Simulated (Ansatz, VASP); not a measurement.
## One calculation of Ir, two programs

Contents of INCAR:

```
SYSTEM = Ir
PREC     = Accurate       ! precision mode
ENCUT    = 520            ! plane-wave cutoff, eV
EDIFF    = 1E-7           ! SCF threshold, eV
ISMEAR   = -1             ! smearing method
SIGMA    = 0.1            ! smearing width, eV
LREAL    = .FALSE.        ! projectors in reciprocal space
LASPH    = .TRUE.         ! aspherical terms in the spheres
NELM     = 80             ! most SCF steps
ALGO     = Normal         ! electronic algorithm
ISIF     = 2              ! what is computed and relaxed
LWAVE    = .FALSE.        ! write WAVECAR
LCHARG   = .FALSE.        ! write CHGCAR
GGA      = PE             ! functional
NBANDS   = 20             ! bands
```

KPOINTS

```
regular mesh
0
G
  9 9 13
  0 0 0
```

Contents of POSCAR:

```
Ir
1.0
    4.3796075849      0.0000000000      0.0000000000
   -2.1898037924      3.7928514271      0.0000000000
    0.0000000000      0.0000000000      2.7045127746
Ir
3
Direct
    1.0000000000      1.0000000000      0.0000000000
    0.3333333333      0.6666666667      0.5000000000
    0.6666666667      0.3333333333      0.5000000000
```

Input for Ansatz:

```yaml
crystal:
  lattice:
    - [4.3796075849, 0.0, 0.0]
    - [-2.1898037924, 3.7928514271, 0.0]
    - [0.0, 0.0, 2.7045127746]
  atoms:
    - { symbol: Ir, position: [1.0, 1.0, 0.0] }
    - { symbol: Ir, position: [0.3333333333, 0.6666666667, 0.5] }
    - { symbol: Ir, position: [0.6666666667, 0.3333333333, 0.5] }
hamiltonian:
  xc: pbe
  pseudopotentials:
    kind: paw
    azcp:
      Ir: "pseudopotentials/Ir.paw.azcp"
basis:
  ecutwfc: 420
  fft_grid_basis: typed
kpoints:
  mp_grid: { grid: [9, 9, 13], shift: [0, 0, 0] }
magnetization:
  spin_polarized: false
scf:
  occupations: { method: fermi_dirac, width: 0.1 }
  lower_state_search: "off"
output:
  stress: true
```

Alike in both runs: task single point; functional PBE; k mesh 9 × 9 × 13; occupations fermi-dirac, width 0.1 eV; no spin polarisation.

|  | VASP | Ansatz |
| --- | --- | --- |
| version | VASP 6.6.1 | Ansatz 0.2.0 |
| potentials or method | VASP PAW PBE potentials, release 64 (Ir), cutoff 520 eV | plane waves (420 eV) with PAW, scalar-relativistic |
| valence electrons in the cell | 27 | 51 |

|  | VASP | Ansatz | Ansatz less VASP |
| --- | --- | --- | --- |
| pressure (GPa) | 0.3 | -0.1 | -0.39 |
| traceless stress, the component that is largest in VASP (GPa) | -0.67 | -0.54 | +0.123 |

With one functional, cell and mesh, what is left measures potentials, basis and numerics. VASP's potentials hold 27 valence electrons a cell and Ansatz's 51, so a difference there can come from the potentials and not from the codes.

Neither program's run includes spin-orbit coupling.
